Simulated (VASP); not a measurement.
# LiMg3 in VASP: single point with LDA

Aim: the single point of LiMg3 with LDA.

Everything below comes from runs of VASP 6.6.1. Logs are shortened: lines on timing, memory, paths and dates and some standing lists are left out, and cuts for length are marked.

## (1) The cell of the first run

The cell holds a slab with vacuum, 12 atoms: a = 6.238 Å, b = 4.411 Å, c = 23.798 Å, α = 90.00°, β = 90.00°, γ = 90.00°.

## (2) Single point, LDA

INCAR

```
SYSTEM = LiMg3
PREC = Accurate
ENCUT = 520
EDIFF = 1E-6
ISMEAR = -1
SIGMA = 0.3
LREAL = .False.
LASPH = .True.
NELM = 60
ALGO = Normal
ISIF = 2
LWAVE = .False.
LCHARG = .False.
LDIPOL = .True.
IDIPOL = 3
DIPOL = 0.5 0.5 0.500
NBANDS = 26
```

KPOINTS

```
regular mesh
0
Gamma
  3 4 1
  0 0 0
```

POSCAR

```
LiMg3
1.0
    6.2381936044      0.0000000000      0.0000000000
    0.0000000000      4.4110690000      0.0000000000
    0.0000000000      0.0000000000     23.7977420055
Li Mg
3 9
Direct
    0.0000000000      0.0000000000      0.3361663471
    0.5000000000      0.0000000000      0.4672332694
    0.0000000000      0.0000000000      0.5983001917
    0.5000000000      0.0000000000      0.3361663471
    0.2500000000      0.5000000000      0.4016998083
    0.7500000000      0.5000000000      0.4016998083
    0.0000000000      0.0000000000      0.4672332694
    0.7500000000      0.5000000000      0.5327667306
    0.2500000000      0.5000000000      0.5327667306
    0.5000000000      0.0000000000      0.5983001917
    0.2500000000      0.5000000000      0.6638336529
    0.7500000000      0.5000000000      0.6638336529
```

Potentials or basis: VASP PAW LDA potentials, release 64 (Li_sv, Mg).

Started as:

```bash
> cat potpaw_LDA.64/Li_sv/POTCAR potpaw_LDA.64/Mg/POTCAR > POTCAR
> mpirun -np 1 vasp_std > vasp.out
```

OUTCAR:

```text
SYSTEM = LiMg3
   PREC = Accurate
   ENCUT = 520
   EDIFF = 1E-6
   ISMEAR = -1
   LREAL = .False.
   LASPH = .True.
   NELM = 60
   ISIF = 2

 ion  position               nearest neighbor table
   1  0.000  0.000  0.336-   4 3.12   4 3.12   7 3.12   5 3.12   5 3.12   6 3.12   6 3.12
   2  0.500  0.000  0.467-   5 3.12   6 3.12   5 3.12   6 3.12   7 3.12   7 3.12  10 3.12   4 3.12
                             8 3.12   8 3.12   9 3.12   9 3.12
   3  0.000  0.000  0.598-   8 3.12   9 3.12   8 3.12   9 3.12  10 3.12  10 3.12   7 3.12  12 3.12
                            11 3.12  12 3.12  11 3.12
   4  0.500  0.000  0.336-   1 3.12   1 3.12   2 3.12   6 3.12   5 3.12   6 3.12   5 3.12
   5  0.250  0.500  0.402-   2 3.12   7 3.12   2 3.12   7 3.12   6 3.12   6 3.12   9 3.12   4 3.12
                             4 3.12   1 3.12   1 3.12
   6  0.750  0.500  0.402-   2 3.12   7 3.12   2 3.12   7 3.12   5 3.12   5 3.12   8 3.12   4 3.12
                             4 3.12   1 3.12   1 3.12
   7  0.000  0.000  0.467-   5 3.12   6 3.12   5 3.12   6 3.12   2 3.12   2 3.12   3 3.12   1 3.12
                             9 3.12   8 3.12   9 3.12   8 3.12
   8  0.750  0.500  0.533-   3 3.12  10 3.12   3 3.12  10 3.12   9 3.12   9 3.12  12 3.12   6 3.12
                             7 3.12   7 3.12   2 3.12   2 3.12
   9  0.250  0.500  0.533-   3 3.12  10 3.12   3 3.12  10 3.12   8 3.12   8 3.12  11 3.12   5 3.12
                             7 3.12   7 3.12   2 3.12   2 3.12
  10  0.500  0.000  0.598-   8 3.12   9 3.12   8 3.12   9 3.12   3 3.12   3 3.12   2 3.12  12 3.12
                            11 3.12  12 3.12  11 3.12
  11  0.250  0.500  0.664-  12 3.12  12 3.12   9 3.12   3 3.12   3 3.12  10 3.12  10 3.12
  12  0.750  0.500  0.664-  11 3.12  11 3.12   8 3.12   3 3.12   3 3.12  10 3.12  10 3.12

  LATTYP: Found a simple orthorhombic cell.
 ALAT       =     4.4110690000
 B/A-ratio  =     1.4142135624
 C/A-ratio  =     5.3950056110

  Lattice vectors:

 A1 = (   0.0000000000,  -4.4110690000,   0.0000000000)
 A2 = (   6.2381936044,   0.0000000000,   0.0000000000)
 A3 = (   0.0000000000,   0.0000000000,  23.7977420055)

Analysis of symmetry for initial positions (statically):
=====================================================================
 Subroutine PRICEL returns:
 Original cell was already a primitive cell.

 Routine SETGRP: Setting up the symmetry group for a
 simple orthorhombic supercell.

 Subroutine GETGRP returns: Found  4 space group operations
 (whereof  4 operations were pure point group operations)
 out of a pool of  8 trial point group operations.

The static configuration has the point symmetry C_2v.

Analysis of symmetry for dynamics (positions and initial velocities):
=====================================================================
 Subroutine PRICEL returns:
 Original cell was already a primitive cell.

 Routine SETGRP: Setting up the symmetry group for a
 simple orthorhombic supercell.

 Subroutine GETGRP returns: Found  4 space group operations
 (whereof  4 operations were pure point group operations)
 out of a pool of  8 trial point group operations.

The dynamic configuration has the point symmetry C_2v.

 Subroutine INISYM returns: Found  4 space group operations
 (whereof  4 operations are pure point group operations),
 and found     1 'primitive' translations

----------------------------------------------------------------------------------------

                                     Primitive cell

  volume of cell :     654.8449

  direct lattice vectors                    reciprocal lattice vectors
     6.238193604  0.000000000  0.000000000     0.160302816  0.000000000  0.000000000
     0.000000000  4.411069000  0.000000000     0.000000000  0.226702416  0.000000000
     0.000000000  0.000000000 23.797742006     0.000000000  0.000000000  0.042020793

  length of vectors
     6.238193604  4.411069000 23.797742006     0.160302816  0.226702416  0.042020793

  position of ions in fractional coordinates (direct lattice)
     0.000000000  0.000000000  0.336166347
     0.500000000  0.000000000  0.467233269
     0.000000000  0.000000000  0.598300192
     0.500000000  0.000000000  0.336166347
     0.250000000  0.500000000  0.401699808
     0.750000000  0.500000000  0.401699808
     0.000000000  0.000000000  0.467233269
     0.750000000  0.500000000  0.532766731
     0.250000000  0.500000000  0.532766731
     0.500000000  0.000000000  0.598300192
     0.250000000  0.500000000  0.663833653
     0.750000000  0.500000000  0.663833653

  ion indices of the primitive-cell ions
   primitive index   ion index
                 1           1
                 2           2
                 3           3
                 4           4
                 5           5
                 6           6
                 7           7
                 8           8
                 9           9
                10          10
                11          11
                12          12

----------------------------------------------------------------------------------------

 KPOINTS: regular mesh

Automatic generation of k-mesh.
 Grid dimensions read from file:
 generate k-points for:    3    4    1

 Generating k-lattice:

  Cartesian coordinates                     Fractional coordinates (reciprocal lattice)
     0.053434272  0.000000000  0.000000000     0.333333333  0.000000000  0.000000000
     0.000000000  0.056675604  0.000000000     0.000000000  0.250000000  0.000000000
     0.000000000  0.000000000  0.042020793     0.000000000  0.000000000  1.000000000

  Length of vectors
     0.053434272  0.056675604  0.042020793

  Shift w.r.t. Gamma in fractional coordinates (k-lattice)
     0.000000000  0.000000000  0.000000000

 Subroutine IBZKPT returns following result:
 ===========================================

 Found      6 irreducible k-points:

 Following reciprocal coordinates:
            Coordinates               Weight
  0.000000  0.000000  0.000000      1.000000
  0.333333  0.000000  0.000000      2.000000
  0.000000  0.250000  0.000000      2.000000
  0.333333  0.250000  0.000000      4.000000
  0.000000  0.500000  0.000000      1.000000
  0.333333  0.500000  0.000000      2.000000
   k-points           NKPTS =      6   k-points in BZ     NKDIM =      6   number of bands    NBANDS=     26
   number of dos      NEDOS =    301   number of ions     NIONS =     12
   total plane-waves  NPLWV = 311040
   dimension x,y,z NGX =    48 NGY =   36 NGZ =  180
   dimension x,y,z NGXF=    96 NGYF=   72 NGZF=  360
   ions per type =               3   9
   NGX,Y,Z   is equivalent  to a cutoff of  12.79, 13.57, 12.57 a.u.
   NGXF,Y,Z  is equivalent  to a cutoff of  25.58, 27.14, 25.15 a.u.
 SYSTEM =  LiMg3
   PREC   = accura    normal or accurate (medium, high low for compatibility)
   ISTART =      0    job   : 0-new  1-cont  2-samecut
   ICHARG =      2    charge: 1-file 2-atom 10-const
   ISPIN  =      1    spin polarized calculation?
   LNONCOLLINEAR =      F non collinear calculations
   LSORBIT =      F    spin-orbit coupling
   LASPH  =      T    aspherical Exc in radial PAW
   ENCUT  =  520.0 eV  38.22 Ry    6.18 a.u.  11.60  8.20 44.25*2*pi/ulx,y,z
   NELM   =     60;   NELMIN=  2; NELMDL= -5     # of ELM steps
   EDIFF  = 0.1E-05   stopping-criterion for ELM
   LREAL  =      F    real-space projection
   EDIFFG = 0.1E-04   stopping-criterion for IOM
   NSW    =      0    number of steps for IOM
   IBRION =     -1    ionic relax: 0-MD 1-quasi-New 2-CG
   NFREE  =      0    steps in history (QN), initial steepest desc. (CG)
   ISIF   =      2    stress and relaxation
   ISYM   =      2    0-nonsym 1-usesym 2-fastsym
   POTIM  = 0.5000    time-step for ionic-motion
   TEBEG  =    0.0;   TEEND  =   0.0 temperature during run
   PSTRESS=    0.0 pullay stress
   NELECT =      27.0000    total number of electrons
   NUPDOWN=      -1.0000    fix difference up-down
   EMIN   =  10.00;   EMAX   =-10.00  energy-range for DOS
   EFERMI =   0.00;   METHOD = LEGACY
   ISMEAR =    -1;   SIGMA  =   0.30  broadening in eV -4-tet -1-fermi 0-gaus
   EFERMI_NEDOS =   21; number of points for ismear=-14 and -15
   IALGO  =     38    algorithm
   IMIX   =      4    mixing-type and parameters
     AMIX     =   0.40;   BMIX     =  1.00
     AMIX_MAG =   1.60;   BMIX_MAG =  1.00
  volume/ion in A,a.u.               =      54.57       368.26
  Fermi-wavevector in a.u.,A,eV,Ry     =   0.565566  1.068765  4.352026  0.319865
  Thomas-Fermi vector in A             =   1.603598
   LORBIT       =      0    0 simple, 1 ext, 2 COOP (PROOUT), +10 PAW based schemes
   GGA     = CA    functional components
   LHFCALC =     F    Hartree Fock is set to
   AEXX    =    0.0000 exact exchange contribution
   IVDW    =     0    specifies the selected vdW correction
   LEPSILON=     F    determine dielectric tensor
   LRPA    =     F    only Hartree local field effects (RPA)
 non-spin polarized calculation
  energy-cutoff  :      520.00
  volume of cell :      654.84
 maximum number of plane-waves:     17644
 NGX is ok and might be reduce to    48
   NGX = 23   NGY = 17   NGZ = 89

 dipolmoment           0.000000      0.000000     -0.030507 electrons x Angstroem

 number of electron      26.9999981 magnetization

 dipolmoment           0.000000      0.000000      0.032076 electrons x Angstroem

 Free energy of the ion-electron system (eV)
  ---------------------------------------------------
  ext. energy  EPLUGINS =         0.00000000
  ---------------------------------------------------
  free energy    TOTEN  =       -20.85309542 eV

  energy without entropy =      -19.11975933  energy(sigma->0) =      -19.98642738

 E-fermi :  -1.2648     XC(G=0):  -4.1821

 val. band max:       -1.2673976249   @ k =   0.3333   0.5000   0.0000
 cond. band min:      -1.2630966738   @ k =   0.0000   0.0000   0.0000
 fundamental gap:      0.0043009511
 Fermi energy:        -1.2648498314

 k-point     1 :       0.0000    0.0000    0.0000
  band No.  band energies     occupation
      1     -47.4833      2.00000
      2     -46.8379      2.00000
      3     -46.8295      2.00000
      4      -7.3803      2.00000
      5      -6.4469      2.00000
      6      -5.0586      1.99999
[... 17 lines left out ...]
     24       2.3138      0.00001
     25       2.4344      0.00001

 k-point     2 :       0.3333    0.0000    0.0000
  band No.  band energies     occupation
      1     -47.4832      2.00000
      2     -46.8379      2.00000
      3     -46.8295      2.00000
      4      -6.9913      2.00000
      5      -6.1774      2.00000
      6      -5.6974      2.00000
[... 17 lines left out ...]
     24       1.9848      0.00004
     25       2.0235      0.00003

 k-point     3 :       0.0000    0.2500    0.0000
  band No.  band energies     occupation
      1     -47.4832      2.00000
      2     -46.8378      2.00000
      3     -46.8295      2.00000
      4      -6.9338      2.00000
      5      -5.9988      2.00000
      6      -4.6073      1.99997
[... 17 lines left out ...]
     24       1.3983      0.00028
     25       1.5600      0.00016

 k-point     4 :       0.3333    0.2500    0.0000
  band No.  band energies     occupation
      1     -47.4832      2.00000
      2     -46.8378      2.00000
      3     -46.8295      2.00000
      4      -6.5418      2.00000
      5      -5.7131      2.00000
      6      -5.2573      2.00000
[... 17 lines left out ...]
     24       1.9593      0.00004
     25       2.5152      0.00001

 k-point     5 :       0.0000    0.5000    0.0000
  band No.  band energies     occupation
      1     -47.4832      2.00000
      2     -46.8378      2.00000
      3     -46.8294      2.00000
      4      -5.9230      2.00000
      5      -5.1249      1.99999
      6      -4.9464      1.99999
[... 17 lines left out ...]
     24       0.9849      0.00111
     25       1.3254      0.00036

 k-point     6 :       0.3333    0.5000    0.0000
  band No.  band energies     occupation
      1     -47.4832      2.00000
      2     -46.8378      2.00000
      3     -46.8294      2.00000
      4      -5.5020      2.00000
      5      -4.7873      1.99998
      6      -4.5509      1.99997
[... 17 lines left out ...]
     24       1.5342      0.00018
     25       1.7582      0.00008
 [bands above 25 left out]

------------------------ aborting loop because EDIFF is reached ----------------------------------------

 vacuum level on the upper side and lower side of the slab       (xc-potential included)         0.003        -0.173

  FORCE on cell =-STRESS in cart. coord.  units (eV):
  Direction    XX          YY          ZZ          XY          YZ          ZX
  --------------------------------------------------------------------------------------
  -------------------------------------------------------------------------------------
  Total       -3.4393169     -3.2564844     -1.2156933      0.0000000      0.0000000      0.0000000
  in kB       -8.4148102     -7.9674828     -2.9743780      0.0000000      0.0000000      0.0000000
  external PRESSURE =      -6.4522236 kB  Pullay stress =       0.0000000 kB

 VOLUME and BASIS-vectors are now :
 -----------------------------------------------------------------------------
  energy-cutoff  :      520.00
  volume of cell :      654.84
      direct lattice vectors                 reciprocal lattice vectors
     6.238193604  0.000000000  0.000000000     0.160302816  0.000000000  0.000000000
     0.000000000  4.411069000  0.000000000     0.000000000  0.226702416  0.000000000
     0.000000000  0.000000000 23.797742006     0.000000000  0.000000000  0.042020793

 POSITION                                       TOTAL-FORCE (eV/Angst)
 -----------------------------------------------------------------------------------
      0.00000      0.00000      8.00000        -0.000000     -0.000000      0.095007
      3.11910      0.00000     11.11910        -0.000000     -0.000000      0.009155
      0.00000      0.00000     14.23819        -0.000000     -0.000000      0.032363
      3.11910      0.00000      8.00000        -0.000000     -0.000000      0.210237
      1.55955      2.20553      9.55955        -0.013998     -0.000000     -0.090859
      4.67865      2.20553      9.55955         0.013998      0.000000     -0.090859
      0.00000      0.00000     11.11910        -0.000000     -0.000000     -0.077759
      4.67865      2.20553     12.67865        -0.004647     -0.000000      0.014496
      1.55955      2.20553     12.67865         0.004647     -0.000000      0.014496
      3.11910      0.00000     14.23819        -0.000000     -0.000000      0.069849
      1.55955      2.20553     15.79774        -0.029451      0.000000     -0.093062
      4.67865      2.20553     15.79774         0.029451     -0.000000     -0.093062
 -----------------------------------------------------------------------------------
    total drift:                                0.000000      0.000000      0.000785

  FREE ENERGIE OF THE ION-ELECTRON SYSTEM (eV)
  ---------------------------------------------------
  free  energy   TOTEN  =       -20.8530954242 eV

  energy  without entropy=      -19.1197593283  energy(sigma->0) =      -19.98642738

 vacuum level on the upper side and lower side of the slab         2.413         2.208
```

It took 4.3 min on 1 thread of Intel Xeon 6975P-C, shared host; peak memory 0.51 GiB.

Results:

| Quantity | Value |
| --- | --- |
| Free energy | -20.8531 eV |
| Largest force | 0.210 eV/Å |

Forces in eV/Å, atoms in the order of the input:
```
Li   0.000  0.000  0.095
Li   0.000  0.000  0.009
Li   0.000  0.000  0.032
Mg   0.000  0.000  0.210
Mg  -0.014  0.000 -0.091
Mg   0.014  0.000 -0.091
Mg   0.000  0.000 -0.078
Mg  -0.005  0.000  0.014
Mg   0.005  0.000  0.014
Mg   0.000  0.000  0.070
Mg  -0.029  0.000 -0.093
Mg   0.029  0.000 -0.093
```

Caveat: the cutoff is under 1.25 times the usual one of these potentials, so pressure, stress and relaxed cells hold a basis-set (Pulay) error.
